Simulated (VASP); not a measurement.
# SrO in VASP: further runs, part 3 of 3

VASP 6.6.1. Earlier steps stand in the parts before.

### 5 Single point, PBE (strain along [111] -4.0%)

File INCAR:

```
PREC = Accurate
ENCUT = 520
EDIFF = 1E-6
ISMEAR = -1
SIGMA = 0.02
LREAL = False
LASPH = True
NELM = 80
ALGO = Normal
ISIF = 2
LWAVE = False
LCHARG = False
GGA = PE
NBANDS = 15
```

File KPOINTS:

```
Automatic mesh
0
Gamma
  8 8 8
```

File POSCAR:

```
SrO
1.0
   -0.0687971287      2.5110951978      2.5110951978
    2.5110951978     -0.0687971287      2.5110951978
    2.5110951978      2.5110951978     -0.0687971287
Sr O
1 1
Direct
    0.0000000000      0.0000000000      0.0000000000
    0.5000000000      0.5000000000      0.5000000000
```

Potentials or basis: VASP PAW PBE potentials, release 64 (Sr_sv, O).

On the command line:

```console
> cat potpaw_PBE.64/Sr_sv/POTCAR potpaw_PBE.64/O/POTCAR > POTCAR
> mpirun -np 1 vasp_std > vasp.out
```

OUTCAR:

```text
PREC = Accurate
   ENCUT = 520
   EDIFF = 1E-6
   ISMEAR = -1
   LREAL = False
   LASPH = True
   NELM = 80
   ISIF = 2
   GGA = PE

 ion  position               nearest neighbor table
   1  0.000  0.000  0.000-   2 2.55   2 2.55   2 2.55   2 2.55   2 2.55   2 2.55
   2  0.500  0.500  0.500-   1 2.55   1 2.55   1 2.55   1 2.55   1 2.55   1 2.55

  LATTYP: Found a trigonal (rhomboedric) cell.
 ALAT       =     3.5518912187
 COS(alpha) =     0.4724254361

  Lattice vectors:

 A1 = (  -0.0687971287,   2.5110951978,   2.5110951978)
 A2 = (   2.5110951978,  -0.0687971287,   2.5110951978)
 A3 = (   2.5110951978,   2.5110951978,  -0.0687971287)

Analysis of symmetry for initial positions (statically):
=====================================================================
 Subroutine PRICEL returns:
 Original cell was already a primitive cell.

 Routine SETGRP: Setting up the symmetry group for a
 trigonal (rhombohedral) supercell.

 Subroutine GETGRP returns: Found 12 space group operations
 (whereof 12 operations were pure point group operations)
 out of a pool of 12 trial point group operations.

The static configuration has the point symmetry D_3d.

Analysis of symmetry for dynamics (positions and initial velocities):
=====================================================================
 Subroutine PRICEL returns:
 Original cell was already a primitive cell.

 Routine SETGRP: Setting up the symmetry group for a
 trigonal (rhombohedral) supercell.

 Subroutine GETGRP returns: Found 12 space group operations
 (whereof 12 operations were pure point group operations)
 out of a pool of 12 trial point group operations.

The dynamic configuration has the point symmetry D_3d.

 Subroutine INISYM returns: Found 12 space group operations
 (whereof 12 operations are pure point group operations),
 and found     1 'primitive' translations

----------------------------------------------------------------------------------------

                                     Primitive cell

  volume of cell :      32.9690

  direct lattice vectors                    reciprocal lattice vectors
    -0.068797129  2.511095198  2.511095198    -0.191114780  0.196498295  0.196498295
     2.511095198 -0.068797129  2.511095198     0.196498295 -0.191114780  0.196498295
     2.511095198  2.511095198 -0.068797129     0.196498295  0.196498295 -0.191114780

  length of vectors
     3.551891219  3.551891219  3.551891219     0.337265503  0.337265503  0.337265503

  position of ions in fractional coordinates (direct lattice)
     0.000000000  0.000000000  0.000000000
     0.500000000  0.500000000  0.500000000

  ion indices of the primitive-cell ions
   primitive index   ion index
                 1           1
                 2           2

----------------------------------------------------------------------------------------

 KPOINTS: Automatic mesh

Automatic generation of k-mesh.
 Grid dimensions read from file:
 generate k-points for:    8    8    8

 Generating k-lattice:

  Cartesian coordinates                     Fractional coordinates (reciprocal lattice)
    -0.023889348  0.024562287  0.024562287     0.125000000 -0.000000000 -0.000000000
     0.024562287 -0.023889348  0.024562287    -0.000000000  0.125000000 -0.000000000
     0.024562287  0.024562287 -0.023889348    -0.000000000 -0.000000000  0.125000000

  Length of vectors
     0.042158188  0.042158188  0.042158188

  Shift w.r.t. Gamma in fractional coordinates (k-lattice)
     0.000000000  0.000000000  0.000000000

 Subroutine IBZKPT returns following result:
 ===========================================

 Found     65 irreducible k-points:

 Following reciprocal coordinates:
            Coordinates               Weight
  0.000000  0.000000  0.000000      1.000000
  0.125000  0.000000  0.000000      6.000000
  0.250000  0.000000  0.000000      6.000000
  0.375000  0.000000  0.000000      6.000000
  0.500000  0.000000  0.000000      3.000000
  0.125000  0.125000  0.000000      6.000000
[... 16 lines left out ...]
  0.250000  0.125000  0.125000      6.000000
  0.375000  0.125000  0.125000      6.000000
 [... further k-points ...]
   k-points           NKPTS =     65   k-points in BZ     NKDIM =     65   number of bands    NBANDS=     15
   number of dos      NEDOS =    301   number of ions     NIONS =      2
   total plane-waves  NPLWV =  21952
   dimension x,y,z NGX =    28 NGY =   28 NGZ =   28
   dimension x,y,z NGXF=    56 NGYF=   56 NGZF=   56
   ions per type =               1   1
   NGX,Y,Z   is equivalent  to a cutoff of  13.11, 13.11, 13.11 a.u.
   NGXF,Y,Z  is equivalent  to a cutoff of  26.21, 26.21, 26.21 a.u.
 SYSTEM =  unknown system
   PREC   = accura    normal or accurate (medium, high low for compatibility)
   ISTART =      0    job   : 0-new  1-cont  2-samecut
   ICHARG =      2    charge: 1-file 2-atom 10-const
   ISPIN  =      1    spin polarized calculation?
   LNONCOLLINEAR =      F non collinear calculations
   LSORBIT =      F    spin-orbit coupling
   LASPH  =      T    aspherical Exc in radial PAW
   ENCUT  =  520.0 eV  38.22 Ry    6.18 a.u.   6.60  6.60  6.60*2*pi/ulx,y,z
   NELM   =     80;   NELMIN=  2; NELMDL= -5     # of ELM steps
   EDIFF  = 0.1E-05   stopping-criterion for ELM
   LREAL  =      F    real-space projection
[... 7 lines left out ...]
   TEBEG  =    0.0;   TEEND  =   0.0 temperature during run
   PSTRESS=    0.0 pullay stress
   NELECT =      16.0000    total number of electrons
   NUPDOWN=      -1.0000    fix difference up-down
   EMIN   =  10.00;   EMAX   =-10.00  energy-range for DOS
   EFERMI =   0.00;   METHOD = LEGACY
   ISMEAR =    -1;   SIGMA  =   0.02  broadening in eV -4-tet -1-fermi 0-gaus
   EFERMI_NEDOS =   21; number of points for ismear=-14 and -15
   IALGO  =     38    algorithm
   IMIX   =      4    mixing-type and parameters
     AMIX     =   0.40;   BMIX     =  1.00
     AMIX_MAG =   1.60;   BMIX_MAG =  1.00
  volume/ion in A,a.u.               =      16.48       111.24
  Fermi-wavevector in a.u.,A,eV,Ry     =   1.286509  2.431150 22.519077  1.655105
  Thomas-Fermi vector in A             =   2.418579
   LORBIT       =      0    0 simple, 1 ext, 2 COOP (PROOUT), +10 PAW based schemes
   GGA     = PE    functional components
   LHFCALC =     F    Hartree Fock is set to
   AEXX    =    0.0000 exact exchange contribution
   IVDW    =     0    specifies the selected vdW correction
   LEPSILON=     F    determine dielectric tensor
   LRPA    =     F    only Hartree local field effects (RPA)
 non-spin polarized calculation
  energy-cutoff  :      520.00
  volume of cell :       32.97
 maximum number of plane-waves:       901
 NGX is ok and might be reduce to    28
   NGX = 13   NGY = 13   NGZ = 13

 number of electron      15.9999998 magnetization

 Free energy of the ion-electron system (eV)
  ---------------------------------------------------
  ext. energy  EPLUGINS =         0.00000000
  ---------------------------------------------------
  free energy    TOTEN  =       -11.99762914 eV

  energy without entropy =      -11.99762914  energy(sigma->0) =      -11.99762914

 E-fermi :   2.2563     XC(G=0): -10.1727

 val. band max:        1.8725638432   @ k =   0.0000   0.0000   0.0000
 cond. band min:       5.0531065595   @ k =   0.5000   0.5000   0.0000
 fundamental gap:      3.1805427163
 Fermi energy:         2.2562877197

 k-point     1 :       0.0000    0.0000    0.0000
  band No.  band energies     occupation
      1     -30.4856      2.00000
      2     -13.3144      2.00000
      3     -12.0956      2.00000
      4     -12.0956      2.00000
      5     -12.0700      2.00000
      6       1.7919      2.00000
      7       1.7919      2.00000
      8       1.8726      2.00000
      9       6.0041      0.00000
     10       7.8965      0.00000
     11       7.8965      0.00000
     12       8.4658      0.00000
     13      10.3415      0.00000
     14      10.3415      0.00000
     15      14.6867      0.00000
[... 397 lines left out ...]
 k-point    24 :       0.3750    0.1250    0.1250
  band No.  band energies     occupation
      1     -30.3721      2.00000
      2     -14.4470      2.00000
      3     -12.2950      2.00000
      4     -12.1150      2.00000
      5     -11.2082      2.00000
      6       0.1787      2.00000
      7       0.7812      2.00000
      8       1.4199      2.00000
      9       7.6932      0.00000
     10       8.8076      0.00000
     11       9.2552      0.00000
     12      10.5991      0.00000
     13      12.3145      0.00000
     14      12.6720      0.00000
     15      18.4235      0.00000

 [... further k-points ...]
[... 5 lines left out ...]
  --------------------------------------------------------------------------------------
  -------------------------------------------------------------------------------------
  Total        1.3432186      1.3432186      1.3432186      0.2749949      0.2749949      0.2749949
  in kB       65.2756641     65.2756641     65.2756641     13.3637799     13.3637799     13.3637799
  external PRESSURE =      65.2756641 kB  Pullay stress =       0.0000000 kB

 VOLUME and BASIS-vectors are now :
 -----------------------------------------------------------------------------
  energy-cutoff  :      520.00
  volume of cell :       32.97
      direct lattice vectors                 reciprocal lattice vectors
    -0.068797129  2.511095198  2.511095198    -0.191114780  0.196498295  0.196498295
     2.511095198 -0.068797129  2.511095198     0.196498295 -0.191114780  0.196498295
     2.511095198  2.511095198 -0.068797129     0.196498295  0.196498295 -0.191114780

 POSITION                                       TOTAL-FORCE (eV/Angst)
 -----------------------------------------------------------------------------------
      0.00000      0.00000      0.00000        -0.000000      0.000000     -0.000000
      2.47670      2.47670      2.47670         0.000000     -0.000000      0.000000
 -----------------------------------------------------------------------------------
    total drift:                                0.000000      0.000000      0.000000

  FREE ENERGIE OF THE ION-ELECTRON SYSTEM (eV)
  ---------------------------------------------------
  free  energy   TOTEN  =       -11.9976291448 eV

  energy  without entropy=      -11.9976291448  energy(sigma->0) =      -11.99762914
```

OSZICAR:

```text
N       E                     dE             d eps       ncg     rms          rms(c)
DAV:   1     0.672358155774E+02    0.67236E+02   -0.84751E+03  1950   0.105E+03
DAV:   2    -0.111050889548E+02   -0.78341E+02   -0.71616E+02  2666   0.221E+02
DAV:   3    -0.141458790049E+02   -0.30408E+01   -0.30270E+01  2502   0.391E+01
DAV:   4    -0.142072405580E+02   -0.61362E-01   -0.61357E-01  2446   0.550E+00
DAV:   5    -0.142089567025E+02   -0.17161E-02   -0.17161E-02  2476   0.717E-01    0.174E+01
DAV:   6    -0.121354780322E+02    0.20735E+01   -0.65396E+00  1992   0.198E+01    0.205E+01
DAV:   7    -0.120064807435E+02    0.12900E+00   -0.27497E-01  2371   0.473E+00    0.120E+01
DAV:   8    -0.119954521968E+02    0.11029E-01   -0.11387E-01  2594   0.334E+00    0.540E-01
DAV:   9    -0.119970169342E+02   -0.15647E-02   -0.54314E-03  2498   0.475E-01    0.229E-01
DAV:  10    -0.119974869540E+02   -0.47002E-03   -0.45927E-04  2062   0.198E-01    0.772E-02
DAV:  11    -0.119976120971E+02   -0.12514E-03   -0.11948E-04  2195   0.815E-02    0.264E-02
DAV:  12    -0.119976290374E+02   -0.16940E-04   -0.24526E-05  2076   0.368E-02    0.168E-02
DAV:  13    -0.119976291448E+02   -0.10739E-06   -0.10271E-06  1757   0.917E-03
   1 F= -.11997629E+02 E0= -.11997629E+02  d E =-.859515E-11
```

stdout:

```text
POSCAR found type information on POSCAR SrO
 POSCAR found :  2 types and       2 ions
 scaLAPACK will be used
 LDA part: xc-table for (Slater+PW92), standard interpolation
 POSCAR, INCAR and KPOINTS ok, starting setup
 FFT: planning ... GRIDC
 FFT: planning ... GRID_SOFT
 FFT: planning ... GRID
 WAVECAR not read
 entering main loop
```

Run time: 26 s. Hardware: 1 thread of Intel Xeon Platinum 8259CL at 2.50GHz (Skylake/Cascade Lake), shared host; peak memory 0.18 GiB.

What came out:

```yaml
Free_energy: -11.9976 eV
Pressure: 6.5 GPa
Band_gap_on_the_k_mesh: 3.18 eV, indirect (least direct gap 3.27 eV)
```

Stress tensor (GPa, compression positive):
```
6.53 1.34 1.34
1.34 6.53 1.34
1.34 1.34 6.53
```

Caveat: the cell differs from its parent crystal (strain along [111] -4.0%).

### 6 Overview

| level | cell | smearing | gap on the mesh (eV) | pressure (GPa) |
| --- | --- | --- | --- | --- |
| PBE | a = 3.758 Å, angles 60.0°, 2 atoms | fermi-dirac 0.02 eV | 3.30 | -4.6 |
| r2SCAN | a = 3.503 Å, angles 60.0°, 2 atoms | gaussian 0.01 eV | 3.64 | 16.0 |
| r2SCAN | a = 3.758 Å, angles 60.0°, 2 atoms | gaussian 0.01 eV | 3.77 | -6.5 |
| PBE | a = 3.552 Å, angles 61.8°, 2 atoms | fermi-dirac 0.02 eV | 3.18 | 6.5 |

Alike in all rows: task single point; potentials or basis VASP PAW PBE potentials, release 64 (Sr_sv, O); no spin polarisation; k mesh 8 × 8 × 8; cutoff (eV) 520.

Caveats: the PAW data sets were made with another functional, which shifts forces and pressure a little (some runs).

Total energies depend on the potentials used, so only differences within one code and one set of settings carry meaning.
